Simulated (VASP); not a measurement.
Write the native input for VASP 6.6.1 that does the following.

* Task: single point
* Functional: PBEsol
* Potentials or basis: VASP PAW PBE potentials, release 64 (Cu)
* Cutoff: 520 eV
* k mesh: 24 × 24 × 24
* Occupations: gaussian, width 0.15 eV
* Spin: no spin polarisation
* Dipole correction: no
* Further INCAR settings: ALGO = Fast; EDIFF = 1e-07; NBANDS = 12

The structure of Cu lies in POSCAR:

```
Cu
1.0
   -1.3995095204      1.3995095204      1.3760814500
    1.3995095204     -1.3995095204      1.3760814500
    1.3995095204      1.3995095204     -1.3760814500
Cu
1
Direct
    0.0000000000      0.0000000000      0.0000000000
```

This cell differs from its parent crystal: strain -0.030 along x and y, +0.000 along z.

These files were run (other wordings do the same):

INCAR

```
SYSTEM = Cu
PREC = Accurate
ENCUT = 520
EDIFF = 1E-7
ISMEAR = 0
SIGMA = 0.15
LREAL = .FALSE.
LASPH = .TRUE.
NELM = 80
ALGO = Fast
ISIF = 2
LWAVE = .FALSE.
LCHARG = .FALSE.
GGA = PS
NBANDS = 12
```

KPOINTS

```
Automatic mesh
0
G
  24 24 24
  0 0 0
```

Potentials or basis: VASP PAW PBE potentials, release 64 (Cu).

Run with:

```bash
$ cat potpaw_PBE.64/Cu/POTCAR > POTCAR
$ mpirun -np 1 vasp_std > vasp.out
```

It gave:

```yaml
Pressure: 10.5 GPa
```

Caveat: the cell differs from its parent crystal (strain -0.030 along x and y, +0.000 along z); the PAW data sets were made with another functional, which shifts forces and pressure a little.

Wall time 60 s on 1 thread of Intel(R) Xeon(R) 6975P-C (Granite Rapids), on a shared host, peak memory 0.24 GiB.
